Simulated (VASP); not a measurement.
# AlN in VASP: a series of runs

Runs on AlN. Level: PBEsol. Tasks: single point.

Program: VASP 6.6.1. These are calculated values, not measurements. Logs are shortened: lines on timing, memory, paths and dates and some standing lists are left out, and cuts for length are marked.

### Step 1. The cell of the first run

It takes space group F-43m (No. 216, cubic). Conventional cell: a = 4.368 Å, b = 4.368 Å, c = 4.368 Å, α = 90.00°, β = 90.00°, γ = 90.00°. Al (site symmetry -43m) has 4 N at 1.89 Å within 2.5 Å. N (site symmetry -43m) has 4 Al at 1.89 Å within 2.5 Å.

### Step 2. Single point, PBEsol

Contents of INCAR:

```
SYSTEM = AlN
PREC = Accurate ; ENCUT = 520
EDIFF = 1E-6 ; ISMEAR = 0
SIGMA = 0.01 ; LREAL = .FALSE.
LASPH = .TRUE. ; NELM = 100
ALGO = Normal ; ISIF = 2
LWAVE = .FALSE. ; LCHARG = .FALSE.
GGA = PS ; NBANDS = 11
```

Contents of KPOINTS:

```
Automatic mesh
0
G
  6 6 6
  0 0 0
```

Contents of POSCAR:

```
AlN
1.0
    0.0000000000      2.1839940000      2.1839940000
    2.1839940000      0.0000000000      2.1839940000
    2.1839940000      2.1839940000      0.0000000000
Al N
1 1
Direct
    0.0000000000      0.0000000000      0.0000000000
    0.7500000000      0.7500000000      0.7500000000
```

Potentials or basis: VASP PAW PBE potentials, release 64 (Al, N).

Command:

```bash
cat potpaw_PBE.64/Al/POTCAR potpaw_PBE.64/N/POTCAR > POTCAR
mpirun -np 1 vasp_std > vasp.out
```

OUTCAR:

```text
SYSTEM = AlN
   PREC = Accurate
   ENCUT = 520
   EDIFF = 1E-6
   ISMEAR = 0
   LREAL = .FALSE.
   LASPH = .TRUE.
   NELM = 100
   ISIF = 2
   GGA = PS

 ion  position               nearest neighbor table
   1  0.000  0.000  0.000-   2 1.89   2 1.89   2 1.89   2 1.89
   2  0.750  0.750  0.750-   1 1.89   1 1.89   1 1.89   1 1.89

  LATTYP: Found a face centered cubic cell.
 ALAT       =     4.3679880000

  Lattice vectors:

 A1 = (   0.0000000000,   2.1839940000,   2.1839940000)
 A2 = (   2.1839940000,   0.0000000000,   2.1839940000)
 A3 = (   2.1839940000,   2.1839940000,   0.0000000000)

Analysis of symmetry for initial positions (statically):
=====================================================================
 Subroutine PRICEL returns:
 Original cell was already a primitive cell.

 Routine SETGRP: Setting up the symmetry group for a
 face centered cubic supercell.

 Subroutine GETGRP returns: Found 24 space group operations
 (whereof 24 operations were pure point group operations)
 out of a pool of 48 trial point group operations.

The static configuration has the point symmetry T_d .

Analysis of symmetry for dynamics (positions and initial velocities):
=====================================================================
 Subroutine PRICEL returns:
 Original cell was already a primitive cell.

 Routine SETGRP: Setting up the symmetry group for a
 face centered cubic supercell.

 Subroutine GETGRP returns: Found 24 space group operations
 (whereof 24 operations were pure point group operations)
 out of a pool of 48 trial point group operations.

The dynamic configuration has the point symmetry T_d .

 Subroutine INISYM returns: Found 24 space group operations
 (whereof 24 operations are pure point group operations),
 and found     1 'primitive' translations

----------------------------------------------------------------------------------------

                                     Primitive cell

  volume of cell :      20.8346

  direct lattice vectors                    reciprocal lattice vectors
     0.000000000  2.183994000  2.183994000    -0.228938358  0.228938358  0.228938358
     2.183994000  0.000000000  2.183994000     0.228938358 -0.228938358  0.228938358
     2.183994000  2.183994000  0.000000000     0.228938358  0.228938358 -0.228938358

  length of vectors
     3.088633935  3.088633935  3.088633935     0.396532868  0.396532868  0.396532868

  position of ions in fractional coordinates (direct lattice)
     0.000000000  0.000000000  0.000000000
     0.750000000  0.750000000  0.750000000

  ion indices of the primitive-cell ions
   primitive index   ion index
                 1           1
                 2           2

----------------------------------------------------------------------------------------

 KPOINTS: Automatic mesh

Automatic generation of k-mesh.
 Grid dimensions read from file:
 generate k-points for:    6    6    6

 Generating k-lattice:

  Cartesian coordinates                     Fractional coordinates (reciprocal lattice)
    -0.038156393  0.038156393  0.038156393     0.166666667  0.000000000  0.000000000
     0.038156393 -0.038156393  0.038156393     0.000000000  0.166666667  0.000000000
     0.038156393  0.038156393 -0.038156393     0.000000000  0.000000000  0.166666667

  Length of vectors
     0.066088811  0.066088811  0.066088811

  Shift w.r.t. Gamma in fractional coordinates (k-lattice)
     0.000000000  0.000000000  0.000000000

 Subroutine IBZKPT returns following result:
 ===========================================

 Found     16 irreducible k-points:

 Following reciprocal coordinates:
            Coordinates               Weight
  0.000000  0.000000  0.000000      1.000000
  0.166667  0.000000  0.000000      8.000000
  0.333333  0.000000  0.000000      8.000000
  0.500000  0.000000  0.000000      4.000000
  0.166667  0.166667  0.000000      6.000000
  0.333333  0.166667  0.000000     24.000000
[... 8 lines left out ...]
 -0.333333  0.333333  0.166667     24.000000
 -0.333333  0.500000  0.166667     12.000000
   k-points           NKPTS =     16   k-points in BZ     NKDIM =     16   number of bands    NBANDS=     11
   number of dos      NEDOS =    301   number of ions     NIONS =      2
   total plane-waves  NPLWV =  13824
   dimension x,y,z NGX =    24 NGY =   24 NGZ =   24
   dimension x,y,z NGXF=    48 NGYF=   48 NGZF=   48
   ions per type =               1   1
   NGX,Y,Z   is equivalent  to a cutoff of  12.92, 12.92, 12.92 a.u.
   NGXF,Y,Z  is equivalent  to a cutoff of  25.84, 25.84, 25.84 a.u.
 SYSTEM =  AlN
   PREC   = accura    normal or accurate (medium, high low for compatibility)
   ISTART =      0    job   : 0-new  1-cont  2-samecut
   ICHARG =      2    charge: 1-file 2-atom 10-const
   ISPIN  =      1    spin polarized calculation?
   LNONCOLLINEAR =      F non collinear calculations
   LSORBIT =      F    spin-orbit coupling
   LASPH  =      T    aspherical Exc in radial PAW
   ENCUT  =  520.0 eV  38.22 Ry    6.18 a.u.   5.74  5.74  5.74*2*pi/ulx,y,z
   NELM   =    100;   NELMIN=  2; NELMDL= -5     # of ELM steps
   EDIFF  = 0.1E-05   stopping-criterion for ELM
   LREAL  =      F    real-space projection
   EDIFFG = 0.1E-04   stopping-criterion for IOM
   NSW    =      0    number of steps for IOM
   IBRION =     -1    ionic relax: 0-MD 1-quasi-New 2-CG
   NFREE  =      0    steps in history (QN), initial steepest desc. (CG)
   ISIF   =      2    stress and relaxation
   ISYM   =      2    0-nonsym 1-usesym 2-fastsym
   POTIM  = 0.5000    time-step for ionic-motion
   TEBEG  =    0.0;   TEEND  =   0.0 temperature during run
   PSTRESS=    0.0 pullay stress
   NELECT =       8.0000    total number of electrons
   NUPDOWN=      -1.0000    fix difference up-down
   EMIN   =  10.00;   EMAX   =-10.00  energy-range for DOS
   EFERMI =   0.00;   METHOD = LEGACY
   ISMEAR =     0;   SIGMA  =   0.01  broadening in eV -4-tet -1-fermi 0-gaus
   EFERMI_NEDOS =   21; number of points for ismear=-14 and -15
   IALGO  =     38    algorithm
   IMIX   =      4    mixing-type and parameters
     AMIX     =   0.40;   BMIX     =  1.00
     AMIX_MAG =   1.60;   BMIX_MAG =  1.00
  volume/ion in A,a.u.               =      10.42        70.30
  Fermi-wavevector in a.u.,A,eV,Ry     =   1.189899  2.248583 19.263936  1.415859
  Thomas-Fermi vector in A             =   2.325996
   LORBIT       =      0    0 simple, 1 ext, 2 COOP (PROOUT), +10 PAW based schemes
   GGA     = PS    functional components
   LHFCALC =     F    Hartree Fock is set to
   AEXX    =    0.0000 exact exchange contribution
   IVDW    =     0    specifies the selected vdW correction
   LEPSILON=     F    determine dielectric tensor
   LRPA    =     F    only Hartree local field effects (RPA)
 non-spin polarized calculation
 Gauss-broadening in eV      SIGMA  =   0.01
  energy-cutoff  :      520.00
  volume of cell :       20.83
 maximum number of plane-waves:       568
   NGX = 11   NGY = 11   NGZ = 11

 number of electron       8.0000000 magnetization

 Free energy of the ion-electron system (eV)
  ---------------------------------------------------
  ext. energy  EPLUGINS =         0.00000000
  ---------------------------------------------------
  free energy    TOTEN  =       -15.60874332 eV

  energy without entropy =      -15.60874332  energy(sigma->0) =      -15.60874332

 E-fermi :   5.9548     XC(G=0): -11.1287

 val. band max:        5.8806919831   @ k =   0.0000   0.0000   0.0000
 cond. band min:       9.0652329643   @ k =   0.5000   0.5000   0.0000
 fundamental gap:      3.1845409811
 Fermi energy:         5.9547892231

 k-point     1 :       0.0000    0.0000    0.0000
  band No.  band energies     occupation
      1      -9.0782      2.00000
      2       5.8807      2.00000
      3       5.8807      2.00000
      4       5.8807      2.00000
      5      10.0123      0.00000
      6      18.3472      0.00000
      7      18.3472      0.00000
      8      18.3472      0.00000
      9      23.4658      0.00000
     10      23.4658      0.00000
     11      24.8183      0.00000

 k-point     2 :       0.1667    0.0000    0.0000
  band No.  band energies     occupation
      1      -8.6758      2.00000
      2       4.0101      2.00000
      3       5.7477      2.00000
      4       5.7477      2.00000
      5      11.4353      0.00000
      6      17.4317      0.00000
      7      18.5119      0.00000
      8      18.5119      0.00000
      9      21.6427      0.00000
     10      21.6427      0.00000
     11      23.3683      0.00000

 k-point     3 :       0.3333    0.0000    0.0000
  band No.  band energies     occupation
      1      -7.6740      2.00000
      2       1.2904      2.00000
      3       5.5076      2.00000
      4       5.5076      2.00000
      5      12.8068      0.00000
      6      16.1833      0.00000
      7      17.5027      0.00000
      8      17.5027      0.00000
      9      23.0587      0.00000
     10      23.2903      0.00000
     11      23.2903      0.00000

 k-point     4 :       0.5000    0.0000    0.0000
  band No.  band energies     occupation
      1      -6.9936      2.00000
      2      -0.0336      2.00000
      3       5.3985      2.00000
      4       5.3985      2.00000
      5      13.1652      0.00000
      6      15.6454      0.00000
      7      16.9137      0.00000
      8      16.9137      0.00000
      9      23.7073      0.00000
     10      25.8457      0.00000
     11      25.8457      0.00000
[... 127 lines left out ...]
 k-point    14 :       0.5000    0.3333    0.1667
  band No.  band energies     occupation
      1      -6.9599      2.00000
      2       1.5279      2.00000
      3       3.5379      2.00000
      4       4.6479      2.00000
      5      12.2038      0.00000
      6      16.2043      0.00000
      7      16.7040      0.00000
      8      19.2721      0.00000
      9      21.5216      0.00000
     10      25.7109      0.00000
     11      28.8566      0.00000

 k-point    15 :      -0.3333    0.3333    0.1667
  band No.  band energies     occupation
      1      -6.4866      2.00000
      2       1.2078      2.00000
      3       2.9166      2.00000
      4       4.2115      2.00000
      5      12.2616      0.00000
      6      15.8518      0.00000
      7      17.8432      0.00000
      8      18.8879      0.00000
      9      22.6134      0.00000
     10      24.3437      0.00000
     11      29.7802      0.00000

 k-point    16 :      -0.3333    0.5000    0.1667
  band No.  band energies     occupation
      1      -6.3036      2.00000
      2       1.5290      2.00000
      3       3.0699      2.00000
      4       3.3416      2.00000
      5      11.0188      0.00000
      6      16.0701      0.00000
      7      18.7649      0.00000
      8      18.8287      0.00000
      9      22.3472      0.00000
     10      25.9642      0.00000
     11      30.3957      0.00000

------------------------ aborting loop because EDIFF is reached ----------------------------------------

  FORCE on cell =-STRESS in cart. coord.  units (eV):
  Direction    XX          YY          ZZ          XY          YZ          ZX
  --------------------------------------------------------------------------------------
  -------------------------------------------------------------------------------------
  Total        0.1720057      0.1720057      0.1720057      0.0000000     -0.0000000      0.0000000
  in kB       13.2272374     13.2272374     13.2272374      0.0000000     -0.0000000      0.0000000
  external PRESSURE =      13.2272374 kB  Pullay stress =       0.0000000 kB

 VOLUME and BASIS-vectors are now :
 -----------------------------------------------------------------------------
  energy-cutoff  :      520.00
  volume of cell :       20.83
      direct lattice vectors                 reciprocal lattice vectors
     0.000000000  2.183994000  2.183994000    -0.228938358  0.228938358  0.228938358
     2.183994000  0.000000000  2.183994000     0.228938358 -0.228938358  0.228938358
     2.183994000  2.183994000  0.000000000     0.228938358  0.228938358 -0.228938358

 POSITION                                       TOTAL-FORCE (eV/Angst)
 -----------------------------------------------------------------------------------
      0.00000      0.00000      0.00000         0.000000      0.000000     -0.000000
      3.27599      3.27599      3.27599        -0.000000     -0.000000      0.000000
 -----------------------------------------------------------------------------------
    total drift:                               -0.000000     -0.000000     -0.000000

  FREE ENERGIE OF THE ION-ELECTRON SYSTEM (eV)
  ---------------------------------------------------
  free  energy   TOTEN  =       -15.6087433232 eV

  energy  without entropy=      -15.6087433232  energy(sigma->0) =      -15.60874332
```

It took 2.6 s on 1 thread of Intel Xeon Platinum 8559C (Emerald Rapids), shared host; peak memory 0.12 GiB.

What came out:

```
Free energy            : -15.6087 eV
Pressure               : 1.3 GPa
Band gap on the k mesh : 3.18 eV, indirect (least direct gap 4.13 eV)
```

Caveat: the PAW data sets were made with another functional, which shifts forces and pressure a little. PBEsol gaps usually lie below the measured ones, often by a third to a half.

### Step 3. Single point, PBEsol

Contents of INCAR:

```
SYSTEM = AlN
PREC     = Accurate       ! precision mode
ENCUT    = 520            ! plane-wave cutoff, eV
EDIFF    = 1E-6           ! SCF threshold, eV
ISMEAR   = 0              ! smearing method
SIGMA    = 0.01           ! smearing width, eV
LREAL    = .False.        ! projectors in reciprocal space
LASPH    = .True.         ! aspherical terms in the spheres
NELM     = 80             ! most SCF steps
ALGO     = Normal         ! electronic algorithm
ISIF     = 2              ! what is computed and relaxed
LWAVE    = .False.        ! write WAVECAR
LCHARG   = .False.        ! write CHGCAR
GGA      = PS             ! functional
NBANDS   = 11             ! bands
```

Contents of KPOINTS:

```
regular mesh
0
Gamma
  6 6 6
  0 0 0
```

Changes to POSCAR since step 2:

```diff
@@ -9,2 +9,2 @@
     0.0000000000      0.0000000000      0.0000000000
-    0.7500000000      0.7500000000      0.7500000000
+    0.7728938358      0.7271061642      0.7271061642
```

Potentials or basis: VASP PAW PBE potentials, release 64 (Al, N).

Command:

```bash
cat potpaw_PBE.64/Al/POTCAR potpaw_PBE.64/N/POTCAR > POTCAR
mpirun -np 1 vasp_std > vasp.out
```

Run time: 4.5 s. Hardware: 1 thread of Intel Xeon Platinum 8559C (Emerald Rapids), shared host; peak memory 0.13 GiB.

Results (log left out):

| Quantity | Value |
| --- | --- |
| Free energy | -15.5357 eV |
| Pressure | 2.6 GPa |
| Largest force | 1.453 eV/Å |
| Band gap on the k mesh | 2.93 eV, indirect (least direct gap 3.86 eV) |

Forces in eV/Å, atoms in the order of the input:
```
Al  -1.453  0.000  0.000
N    1.453  0.000  0.000
```

Stress tensor (GPa, compression positive):
```
 1.26  0.00  0.00
 0.00  3.24 -7.31
 0.00 -7.31  3.24
```

Levels at points of the mesh, in eV from the valence-band top:
```
           k point  band 2  band 3  band 4  band 5  band 6  band 7
(0.00, 0.00, 0.00)   -0.52   -0.24    0.00    3.86   12.19   12.23
(0.50, 0.00, 0.00)   -6.09   -0.98   -0.65    7.06    9.54   10.67
(0.00, 0.50, 0.00)   -6.24   -0.79   -0.51    6.95    9.42   10.70
(0.50, 0.50, 0.00)   -5.21   -2.03   -2.02    2.93    8.17   13.56
(0.00, 0.50, 0.50)   -5.20   -2.24   -1.87    2.95    8.24   13.56
```

Caveat: the PAW data sets were made with another functional, which shifts forces and pressure a little. A k mesh can miss the band edges.

### Step 4. Single point, PBEsol

Contents of INCAR:

```
  ALGO = Normal
  EDIFF = 1E-6
  ENCUT = 520
  GGA = PS
  ISIF = 2
  ISMEAR = 0
  LASPH = T
  LCHARG = F
  LREAL = F
  LWAVE = F
  NBANDS = 11
  NELM = 100
  PREC = Accurate
  SIGMA = 0.01
```

Contents of KPOINTS:

```
k-points
0
Gamma
  6 6 6
```

Changes to POSCAR since step 3:

```diff
@@ -9,2 +9,2 @@
     0.0000000000      0.0000000000      0.0000000000
-    0.7728938358      0.7271061642      0.7271061642
+    0.7614469179      0.7385530821      0.7385530821
```

Command:

```bash
cat potpaw_PBE.64/Al/POTCAR potpaw_PBE.64/N/POTCAR > POTCAR
mpirun -np 1 vasp_std > vasp.out
```

Run time: 4.4 s. Hardware: 1 thread of Intel Xeon Platinum 8559C (Emerald Rapids), shared host; peak memory 0.13 GiB.

It converged, with:

```yaml
Free_energy: -15.5904 eV
Pressure: 1.6 GPa
Largest_force: 0.732 eV/Å
Band_gap_on_the_k_mesh: 3.05 eV, indirect (least direct gap 4.00 eV)
```

Forces in eV/Å, atoms in the order of the input:
```
Al  -0.732  0.000  0.000
N    0.732  0.000  0.000
```

Stress tensor (GPa, compression positive):
```
 1.31  0.00  0.00
 0.00  1.80 -3.61
 0.00 -3.61  1.80
```

Levels at points of the mesh, in eV from the valence-band top:
```tsv
k point	band 1	band 2	band 3	band 4	band 5	band 6	band 7	band 8	band 9
(0.00, 0.00, 0.00)	-15.09	-0.26	-0.13	0.00	4.00	12.32	12.34	12.35	17.43
(0.50, 0.00, 0.00)	-13.01	-6.00	-0.73	-0.57	7.18	9.66	10.84	10.94	17.67
(0.00, 0.50, 0.00)	-13.00	-6.08	-0.64	-0.50	7.12	9.60	10.86	10.99	17.68
(0.50, 0.50, 0.00)	-12.36	-5.08	-1.92	-1.91	3.05	8.34	13.73	15.50	15.51
(0.00, 0.50, 0.50)	-12.36	-5.08	-2.01	-1.83	3.06	8.35	13.73	15.47	15.52
```

Caveat: the PAW data sets were made with another functional, which shifts forces and pressure a little. Expect the measured gap to be larger: semilocal functionals such as PBEsol lack the derivative discontinuity.

(Continued in part 2 of 2.)
